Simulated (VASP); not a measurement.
# SnO2 (Pnnm) in VASP: a series of runs

The runs below take SnO2 through single point, with LDA, PBEsol+D3(BJ).

All numbers are computed with VASP 6.6.1; they aren't measurements. Logs are shortened: lines on timing, memory, paths and dates and some standing lists are left out, and cuts for length are marked.

### 1 The cell of the first run

The typed cell holds 6 atoms: a = 4.721 Å, b = 4.723 Å, c = 3.190 Å, α = 90.00°, β = 90.00°, γ = 90.00°.

### 2 Single point, LDA

File INCAR:

```
  PREC = Accurate
  ENCUT = 520
  EDIFF = 1E-6
  ISMEAR = 0
  SIGMA = 0.01
  LREAL = False
  LASPH = True
  NELM = 100
  ALGO = Normal
  ISIF = 2
  LWAVE = False
  LCHARG = True
  LELF = True
  LVHAR = True
  NBANDS = 35
```

File KPOINTS:

```
Automatic mesh
0
Gamma
  6 4 6
```

File POSCAR:

```
SnO2
1.0
    4.7214712618      0.0000000000      0.0000000000
    0.0000000000      4.7234888795      0.0000000000
    0.0000000000      0.0000000000      3.1903082613
Sn O
2 4
Direct
    0.5000000000      0.5000000000      0.5000000000
    0.0000000000      0.0000000000      0.0000000000
    0.3060043096      0.3061336745      0.0000000000
    0.8060043096      0.1938663255      0.5000000000
    0.1939956904      0.8061336745      0.5000000000
    0.6939956904      0.6938663255      0.0000000000
```

Potentials or basis: VASP PAW LDA potentials, release 64 (Sn_d, O).

Run with:

```bash
$ cat potpaw_LDA.64/Sn_d/POTCAR potpaw_LDA.64/O/POTCAR > POTCAR
$ mpirun -np 1 vasp_std > vasp.out
```

OUTCAR:

```text
PREC = Accurate
   ENCUT = 520
   EDIFF = 1E-6
   ISMEAR = 0
   LREAL = False
   LASPH = True
   NELM = 100
   ISIF = 2

 ion  position               nearest neighbor table
   1  0.500  0.500  0.500-   4 2.04   5 2.04   3 2.05   6 2.05   3 2.05   6 2.05   2 3.70   2 3.70
                             2 3.70   2 3.70   2 3.70   2 3.70   2 3.70   2 3.70
   2  0.000  0.000  0.000-   3 2.04   6 2.04   5 2.05   4 2.05   4 2.05   5 2.05   1 3.70   1 3.70
                             1 3.70   1 3.70   1 3.70   1 3.70   1 3.70   1 3.70
   3  0.306  0.306  0.000-   2 2.04   1 2.05   1 2.05
   4  0.806  0.194  0.500-   1 2.04   2 2.05   2 2.05
   5  0.194  0.806  0.500-   1 2.04   2 2.05   2 2.05
   6  0.694  0.694  0.000-   2 2.04   1 2.05   1 2.05

  LATTYP: Found a simple orthorhombic cell.
 ALAT       =     3.1903082613
 B/A-ratio  =     1.4799420229
 C/A-ratio  =     1.4805744438

  Lattice vectors:

 A1 = (   0.0000000000,   0.0000000000,   3.1903082613)
 A2 = (   4.7214712618,   0.0000000000,   0.0000000000)
 A3 = (   0.0000000000,   4.7234888795,   0.0000000000)

Analysis of symmetry for initial positions (statically):
=====================================================================
 Subroutine PRICEL returns:
 Original cell was already a primitive cell.

 Routine SETGRP: Setting up the symmetry group for a
 simple orthorhombic supercell.

 Subroutine GETGRP returns: Found  8 space group operations
 (whereof  4 operations were pure point group operations)
 out of a pool of  8 trial point group operations.

The static configuration has the point symmetry C_2h.
 The point group associated with its full space group is D_2h.

Analysis of symmetry for dynamics (positions and initial velocities):
=====================================================================
 Subroutine PRICEL returns:
 Original cell was already a primitive cell.

 Routine SETGRP: Setting up the symmetry group for a
 simple orthorhombic supercell.

 Subroutine GETGRP returns: Found  8 space group operations
 (whereof  4 operations were pure point group operations)
 out of a pool of  8 trial point group operations.

The dynamic configuration has the point symmetry C_2h.
 The point group associated with its full space group is D_2h.

 Subroutine INISYM returns: Found  8 space group operations
 (whereof  4 operations are pure point group operations),
 and found     1 'primitive' translations

----------------------------------------------------------------------------------------

                                     Primitive cell

  volume of cell :      71.1497

  direct lattice vectors                    reciprocal lattice vectors
     4.721471262  0.000000000  0.000000000     0.211798388  0.000000000  0.000000000
     0.000000000  4.723488879  0.000000000     0.000000000  0.211707919  0.000000000
     0.000000000  0.000000000  3.190308261     0.000000000  0.000000000  0.313449334

  length of vectors
     4.721471262  4.723488879  3.190308261     0.211798388  0.211707919  0.313449334

  position of ions in fractional coordinates (direct lattice)
     0.500000000  0.500000000  0.500000000
     0.000000000  0.000000000  0.000000000
     0.306004310  0.306133675  0.000000000
     0.806004310  0.193866325  0.500000000
     0.193995690  0.806133675  0.500000000
     0.693995690  0.693866325  0.000000000

  ion indices of the primitive-cell ions
   primitive index   ion index
                 1           1
                 2           2
                 3           3
                 4           4
                 5           5
                 6           6

----------------------------------------------------------------------------------------

 KPOINTS: Automatic mesh

Automatic generation of k-mesh.
 Grid dimensions read from file:
 generate k-points for:    6    4    6

 Generating k-lattice:

  Cartesian coordinates                     Fractional coordinates (reciprocal lattice)
     0.035299731  0.000000000  0.000000000     0.166666667  0.000000000  0.000000000
     0.000000000  0.052926980  0.000000000     0.000000000  0.250000000  0.000000000
     0.000000000  0.000000000  0.052241556     0.000000000  0.000000000  0.166666667

  Length of vectors
     0.035299731  0.052926980  0.052241556

  Shift w.r.t. Gamma in fractional coordinates (k-lattice)
     0.000000000  0.000000000  0.000000000

 Subroutine IBZKPT returns following result:
 ===========================================

 Found     48 irreducible k-points:

 Following reciprocal coordinates:
            Coordinates               Weight
  0.000000  0.000000  0.000000      1.000000
  0.166667  0.000000  0.000000      2.000000
  0.333333  0.000000  0.000000      2.000000
  0.500000  0.000000  0.000000      1.000000
  0.000000  0.250000  0.000000      2.000000
  0.166667  0.250000  0.000000      4.000000
[... 16 lines left out ...]
  0.333333  0.500000  0.166667      4.000000
  0.500000  0.500000  0.166667      2.000000
 [... further k-points ...]
   k-points           NKPTS =     48   k-points in BZ     NKDIM =     48   number of bands    NBANDS=     35
   number of dos      NEDOS =    301   number of ions     NIONS =      6
   total plane-waves  NPLWV =  31104
   dimension x,y,z NGX =    36 NGY =   36 NGZ =   24
   dimension x,y,z NGXF=    72 NGYF=   72 NGZF=   48
   ions per type =               2   4
   NGX,Y,Z   is equivalent  to a cutoff of  12.68, 12.67, 12.51 a.u.
   NGXF,Y,Z  is equivalent  to a cutoff of  25.35, 25.34, 25.01 a.u.
 SYSTEM =  unknown system
   PREC   = accura    normal or accurate (medium, high low for compatibility)
   ISTART =      0    job   : 0-new  1-cont  2-samecut
   ICHARG =      2    charge: 1-file 2-atom 10-const
   ISPIN  =      1    spin polarized calculation?
   LNONCOLLINEAR =      F non collinear calculations
   LSORBIT =      F    spin-orbit coupling
   LASPH  =      T    aspherical Exc in radial PAW
   ENCUT  =  520.0 eV  38.22 Ry    6.18 a.u.   8.78  8.78  5.93*2*pi/ulx,y,z
   NELM   =    100;   NELMIN=  2; NELMDL= -5     # of ELM steps
   EDIFF  = 0.1E-05   stopping-criterion for ELM
   LREAL  =      F    real-space projection
   EDIFFG = 0.1E-04   stopping-criterion for IOM
   NSW    =      0    number of steps for IOM
   IBRION =     -1    ionic relax: 0-MD 1-quasi-New 2-CG
   NFREE  =      0    steps in history (QN), initial steepest desc. (CG)
   ISIF   =      2    stress and relaxation
   ISYM   =      2    0-nonsym 1-usesym 2-fastsym
   POTIM  = 0.5000    time-step for ionic-motion
   TEBEG  =    0.0;   TEEND  =   0.0 temperature during run
   PSTRESS=    0.0 pullay stress
   NELECT =      52.0000    total number of electrons
   NUPDOWN=      -1.0000    fix difference up-down
   EMIN   =  10.00;   EMAX   =-10.00  energy-range for DOS
   EFERMI =   0.00;   METHOD = LEGACY
   ISMEAR =     0;   SIGMA  =   0.01  broadening in eV -4-tet -1-fermi 0-gaus
   EFERMI_NEDOS =   21; number of points for ismear=-14 and -15
   IALGO  =     38    algorithm
   IMIX   =      4    mixing-type and parameters
     AMIX     =   0.40;   BMIX     =  1.00
     AMIX_MAG =   1.60;   BMIX_MAG =  1.00
  volume/ion in A,a.u.               =      11.86        80.02
  Fermi-wavevector in a.u.,A,eV,Ry     =   1.474637  2.786659 29.586587  2.174553
  Thomas-Fermi vector in A             =   2.589384
   LORBIT       =      0    0 simple, 1 ext, 2 COOP (PROOUT), +10 PAW based schemes
   GGA     = CA    functional components
   LHFCALC =     F    Hartree Fock is set to
   AEXX    =    0.0000 exact exchange contribution
   IVDW    =     0    specifies the selected vdW correction
   LEPSILON=     F    determine dielectric tensor
   LRPA    =     F    only Hartree local field effects (RPA)
 non-spin polarized calculation
 Gauss-broadening in eV      SIGMA  =   0.01
  energy-cutoff  :      520.00
  volume of cell :       71.15
 maximum number of plane-waves:      1944
 NGX is ok and might be reduce to    36
   NGX = 17   NGY = 17   NGZ = 11

 number of electron      51.9999987 magnetization

 Free energy of the ion-electron system (eV)
  ---------------------------------------------------
  ext. energy  EPLUGINS =         0.00000000
  ---------------------------------------------------
  free energy    TOTEN  =       -42.27907600 eV

  energy without entropy =      -42.27907600  energy(sigma->0) =      -42.27907600

 E-fermi :   6.0324     XC(G=0): -11.8308

 val. band max:        5.9345262623   @ k =   0.0000   0.0000   0.0000
 cond. band min:       7.1302960514   @ k =   0.0000   0.0000   0.0000
 fundamental gap:      1.1957697891
 Fermi energy:         6.0324458222

 k-point     1 :       0.0000    0.0000    0.0000
  band No.  band energies     occupation
      1     -15.0838      2.00000
      2     -14.3037      2.00000
      3     -14.0291      2.00000
      4     -14.0099      2.00000
      5     -14.0099      2.00000
      6     -13.9322      2.00000
[... 27 lines left out ...]
     34      17.9042      0.00000
     35      18.3161      0.00000

 k-point     2 :       0.1667    0.0000    0.0000
  band No.  band energies     occupation
      1     -15.0408      2.00000
      2     -14.3526      2.00000
      3     -14.0287      2.00000
      4     -14.0079      2.00000
      5     -14.0078      2.00000
      6     -13.9675      2.00000
[... 27 lines left out ...]
     34      17.8895      0.00000
     35      18.2722      0.00000

 k-point     3 :       0.3333    0.0000    0.0000
  band No.  band energies     occupation
      1     -14.9164      2.00000
      2     -14.5117      2.00000
      3     -14.0275      2.00000
      4     -14.0099      2.00000
      5     -14.0037      2.00000
      6     -14.0035      2.00000
[... 27 lines left out ...]
     34      17.9505      0.00000
     35      18.2114      0.00000

 k-point     4 :       0.5000    0.0000    0.0000
  band No.  band energies     occupation
      1     -14.7263      2.00000
      2     -14.7263      2.00000
      3     -14.0240      2.00000
      4     -14.0240      2.00000
      5     -14.0014      2.00000
      6     -14.0014      2.00000
[... 27 lines left out ...]
     34      18.1179      0.00000
     35      18.2738      0.00000

 k-point     5 :       0.0000    0.2500    0.0000
  band No.  band energies     occupation
      1     -14.9881      2.00000
      2     -14.4194      2.00000
      3     -14.0282      2.00000
      4     -14.0059      2.00000
      5     -14.0056      2.00000
      6     -13.9926      2.00000
[... 638 lines left out ...]
 k-point    22 :       0.1667    0.5000    0.1667
  band No.  band energies     occupation
      1     -14.6868      2.00000
      2     -14.6868      2.00000
      3     -14.2116      2.00000
      4     -14.2116      2.00000
      5     -13.9452      2.00000
      6     -13.9452      2.00000
[... 27 lines left out ...]
     34      18.0117      0.00000
     35      18.1930      0.00000

 k-point    23 :       0.3333    0.5000    0.1667
  band No.  band energies     occupation
      1     -14.6933      2.00000
      2     -14.6933      2.00000
      3     -14.2448      2.00000
      4     -14.2448      2.00000
      5     -13.9533      2.00000
      6     -13.9533      2.00000
[... 27 lines left out ...]
     34      17.5052      0.00000
     35      18.1756      0.00000

 k-point    24 :       0.5000    0.5000    0.1667
  band No.  band energies     occupation
      1     -14.6968      2.00000
      2     -14.6968      2.00000
      3     -14.2607      2.00000
      4     -14.2607      2.00000
      5     -13.9565      2.00000
      6     -13.9565      2.00000
[... 27 lines left out ...]
     34      17.0064      0.00000
     35      18.2103      0.00000

 [... further k-points ...]

------------------------ aborting loop because EDIFF is reached ----------------------------------------

  FORCE on cell =-STRESS in cart. coord.  units (eV):
  Direction    XX          YY          ZZ          XY          YZ          ZX
  --------------------------------------------------------------------------------------
  -------------------------------------------------------------------------------------
  Total        0.4093397      0.3993814      0.6144907      0.0000000      0.0000000      0.0000000
  in kB        9.2176795      8.9934336     13.8373526      0.0000000      0.0000000      0.0000000
  external PRESSURE =      10.6828219 kB  Pullay stress =       0.0000000 kB

 VOLUME and BASIS-vectors are now :
 -----------------------------------------------------------------------------
  energy-cutoff  :      520.00
  volume of cell :       71.15
      direct lattice vectors                 reciprocal lattice vectors
     4.721471262  0.000000000  0.000000000     0.211798388  0.000000000  0.000000000
     0.000000000  4.723488879  0.000000000     0.000000000  0.211707919  0.000000000
     0.000000000  0.000000000  3.190308261     0.000000000  0.000000000  0.313449334

 POSITION                                       TOTAL-FORCE (eV/Angst)
 -----------------------------------------------------------------------------------
      2.36074      2.36174      1.59515         0.000000      0.000000      0.000000
      0.00000      0.00000      0.00000         0.000000      0.000000      0.000000
      1.44479      1.44602      0.00000        -0.014906     -0.014975      0.000000
      3.80553      0.91573      1.59515        -0.014906      0.014975      0.000000
      0.91595      3.80776      1.59515         0.014906     -0.014975      0.000000
      3.27668      3.27747      0.00000         0.014906      0.014975      0.000000
 -----------------------------------------------------------------------------------
    total drift:                                0.000000      0.000000      0.000000

  FREE ENERGIE OF THE ION-ELECTRON SYSTEM (eV)
  ---------------------------------------------------
  free  energy   TOTEN  =       -42.2790760023 eV

  energy  without entropy=      -42.2790760023  energy(sigma->0) =      -42.27907600
```

It took 42 s on 1 thread of Intel Xeon 6975P-C (Granite Rapids), shared host; peak memory 0.21 GiB.

What came out:

```yaml
Free_energy: -42.2791 eV
Pressure: 1.1 GPa
Largest_force: 0.021 eV/Å
Band_gap_on_the_k_mesh: 1.20 eV
```

Forces in eV/Å, atoms in the order of the input:
```
Sn   0.000  0.000  0.000
Sn   0.000  0.000  0.000
O   -0.015 -0.015  0.000
O   -0.015  0.015  0.000
O    0.015 -0.015  0.000
O    0.015  0.015  0.000
```

Stress tensor (GPa, compression positive):
```
0.92 0.00 0.00
0.00 0.90 0.00
0.00 0.00 1.38
```

Caveat: spin-orbit coupling is left out, which moves the levels of the heavy elements.

### 3 Single point, PBEsol+D3(BJ)

This run uses another cell than the first one, of 12.02 Å³/atom.

File INCAR:

```
SYSTEM = SnO2
  PREC = Accurate
  ENCUT = 520
  EDIFF = 1E-6
  ISMEAR = 0
  SIGMA = 0.01
  LREAL = .False.
  LASPH = .True.
  NELM = 100
  ALGO = Normal
  ISIF = 2
  LWAVE = .False.
  LCHARG = .True.
  GGA = PS
  IVDW = 12
  LELF = .True.
  LVHAR = .True.
  NBANDS = 35
```

File KPOINTS:

```
Automatic mesh
0
Gamma
  6 4 6
  0 0 0
```

File POSCAR:

```
SnO2
1.0
    4.7431958344      0.0000000000      0.0000000000
    0.0000000000      4.7448156386      0.0000000000
    0.0000000000      0.0000000000      3.2035376692
Sn O
2 4
Direct
    0.5000000000      0.5000000000      0.5000000000
    0.0000000000      0.0000000000      0.0000000000
    0.3059616409      0.3061461463      0.0000000000
    0.8059616409      0.1938538537      0.5000000000
    0.1940383591      0.8061461463      0.5000000000
    0.6940383591      0.6938538537      0.0000000000
```

Potentials or basis: VASP PAW PBE potentials, release 64 (Sn_d, O).

Run with:

```bash
$ cat potpaw_PBE.64/Sn_d/POTCAR potpaw_PBE.64/O/POTCAR > POTCAR
$ mpirun -np 1 vasp_std > vasp.out
```

Run time: 41 s. Hardware: 1 thread of Intel Xeon 6975P-C (Granite Rapids), shared host; peak memory 0.24 GiB.

Results (log left out):

* Free energy: -40.8067 eV
* Pressure: 0.6 GPa
* Largest force: 0.015 eV/Å
* Band gap on the k mesh: 1.05 eV
* Dispersion energy per atom: -0.192 eV

Forces on the atoms (eV/Å):
```
Sn   0.000  0.000  0.000
Sn   0.000  0.000  0.000
O   -0.011 -0.011  0.000
O   -0.011  0.011  0.000
O    0.011 -0.011  0.000
O    0.011  0.011  0.000
```

Stress tensor (GPa, compression positive):
```
0.52 0.00 0.00
0.00 0.51 0.00
0.00 0.00 0.86
```

Levels at points of the mesh, in eV from the valence-band top:
| k point | band 24 | band 25 | band 26 | band 27 | band 28 | band 29 |
| --- | --- | --- | --- | --- | --- | --- |
| (0.00, 0.00, 0.00) | -0.79 | -0.79 | 0.00 | 1.05 | 5.95 | 6.08 |
| (0.50, 0.00, 0.00) | -1.22 | -0.64 | -0.64 | 4.27 | 4.27 | 6.85 |
| (0.00, 0.50, 0.00) | -1.22 | -0.64 | -0.64 | 4.27 | 4.27 | 6.86 |
| (0.50, 0.50, 0.00) | -1.35 | -0.90 | -0.90 | 4.67 | 4.67 | 7.31 |
| (0.00, 0.00, 0.50) | -1.68 | -1.27 | -1.27 | 6.02 | 6.02 | 9.53 |
| (0.50, 0.00, 0.50) | -1.11 | -0.72 | -0.72 | 6.30 | 6.30 | 7.85 |
| (0.00, 0.50, 0.50) | -1.11 | -0.72 | -0.72 | 6.30 | 6.30 | 7.85 |
| (0.50, 0.50, 0.50) | -0.97 | -0.83 | -0.83 | 4.67 | 4.67 | 8.68 |

Caveat: the PAW data sets were made with another functional, which shifts forces and pressure a little; spin-orbit coupling is left out, which moves the levels of the heavy elements.
